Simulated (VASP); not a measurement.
A run of VASP 6.6.1:

The input INCAR:

```
ALGO     = Normal         # electronic algorithm
EDIFF    = 1E-6           # SCF threshold, eV
EDIFFG   = -0.01          # ionic threshold
ENCUT    = 600            # plane-wave cutoff, eV
GGA      = RP             # functional
IBRION   = 2              # ionic algorithm
ISIF     = 3              # what is computed and relaxed
ISMEAR   = -1             # smearing method
IVDW     = 13             # dispersion correction
LASPH    = T              # aspherical terms in the spheres
LCHARG   = F              # write CHGCAR
LREAL    = F              # projectors in reciprocal space
LWAVE    = F              # write WAVECAR
NELM     = 100            # most SCF steps
NSW      = 60             # ionic steps
PREC     = Accurate       # precision mode
SIGMA    = 0.05           # smearing width, eV
```

KPOINTS

```
k-points
0
Gamma
  10 10 10
```

POSCAR

```
Au
1.0
    2.7484100000      0.0000000000      0.0000000000
    0.0000000000      2.7484100000      0.0000000000
    0.0000000000      0.0000000000      2.7484100000
Au
1
Direct
    0.5000000000      0.5000000000      0.5000000000
```

Potentials or basis: VASP PAW PBE potentials, release 64 (Au).

The run is started by

```console
$ cat potpaw_PBE.64/Au/POTCAR > POTCAR
$ mpirun -np 1 vasp_std > vasp.out
```

Hardware: 1 thread of Intel Xeon 8259CL, on a shared host.

How long does it take, and how much memory?

Wall time 31 s on 1 thread of Intel Xeon 8259CL (shared host), peak memory 0.16 GiB. Counts: scf iterations 25, k points 56, ion steps 3.
